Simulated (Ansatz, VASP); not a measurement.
## One calculation of NaH12BrO6, two programs

```
O H Na Br
1.0
     6.62822    0.00000    0.00000
     0.00000    6.62822    0.00000
     0.00000    0.00000    6.62822
O H Na Br
6 12 1 1
Direct
  0.54886 0.30607 0.01333
  0.03547 0.30799 0.87243
  0.60307 0.78485 0.58038
  0.30250 0.10040 0.46768
  0.95763 0.73965 0.30954
  0.21633 0.94815 0.97739
  0.61953 0.41595 0.94600
  0.62869 0.28823 0.13841
  0.10423 0.43707 0.86238
  0.95908 0.29917 0.74352
  0.49441 0.79026 0.48197
  0.72687 0.77395 0.49841
  0.39106 0.20214 0.40745
  0.16476 0.15082 0.44745
  0.93646 0.59268 0.30691
  0.92996 0.78465 0.17209
  0.14848 0.08101 0.95971
  0.22483 0.93041 0.12316
  0.49127 0.05367 0.77163
  0.79955 0.29427 0.44240
```

Alike in both runs: functional PBE; dispersion D3(BJ); k mesh 1 × 1 × 1; occupations fermi-dirac, width 0.05 eV; no spin polarisation.

Ansatz relaxed the structure, and its values are those at the end. VASP's run is a single point on that final structure, the one shown.

|  | VASP | Ansatz |
| --- | --- | --- |
| version | VASP 6.6.1 | Ansatz 0.2.0 |
| potentials or method | VASP PAW PBE potentials, release 64 (O, H, Na_sv, Br), cutoff 840 eV | scalar-relativistic, plane waves, PAW |
| valence electrons in the cell | 64 | 64 |

```csv
,VASP,Ansatz,Ansatz less VASP
rms of the force components (eV/Å),0.086,0.104,+0.0180
```
